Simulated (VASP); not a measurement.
LaAgS2, 8 atoms in the cell. It takes space group P4/nmm (No. 129, tetragonal). The conventional cell has a = 3.988 Å, b = 3.988 Å, c = 11.774 Å, α = 90.00°, β = 90.00°, γ = 90.00°. Within 3.5 Å of Ag (site symmetry 4mm) lie 6 S at 2.68 to 3.32 Å. S (site symmetry 4mm) has 1 La at 2.66 Å and 5 Ag at 2.68 to 2.82 Å within 3.5 Å. Within 3.8 Å of S (site symmetry 4mm) lie 5 La at 2.89 to 3.12 Å and 1 Ag at 3.32 Å and 4 S at 3.77 Å. La (site symmetry 4mm) has 6 S at 2.66 to 3.12 Å within 3.5 Å. 

- Program: VASP 6.6.1
- Task: single point
- Functional: r2SCAN
- Dispersion: rVV10
- Potentials or basis: VASP PAW PBE potentials, release 64 (Ag, S, La)
- Cutoff: 520 eV
- k mesh: 6 × 6 × 2
- Occupations: fermi-dirac, width 0.03 eV
- Spin: no spin polarisation
- Dipole correction: no
- Further INCAR settings: ALGO = Normal; EDIFF = 1e-06; NBANDS = 44

Potentials or basis: VASP PAW PBE potentials, release 64 (Ag, S, La).

Command:

```bash
$ cat potpaw_PBE.64/Ag/POTCAR potpaw_PBE.64/S/POTCAR potpaw_PBE.64/La/POTCAR > POTCAR
$ cp INCAR.step1 INCAR
$ mpirun -np 1 vasp_std > vasp.out
$ cp INCAR.step2 INCAR
$ mpirun -np 1 vasp_std > vasp.out
```

Hardware: 1 thread of AMD EPYC 7R13 Processor (Zen 3), with other jobs on the host.

Task: How long does it take, and how much memory?

Result: Run time: 17 min on 1 thread of AMD EPYC 7R13 Processor (Zen 3) (shared host), peak memory 0.66 GiB. Counts: k points 20.
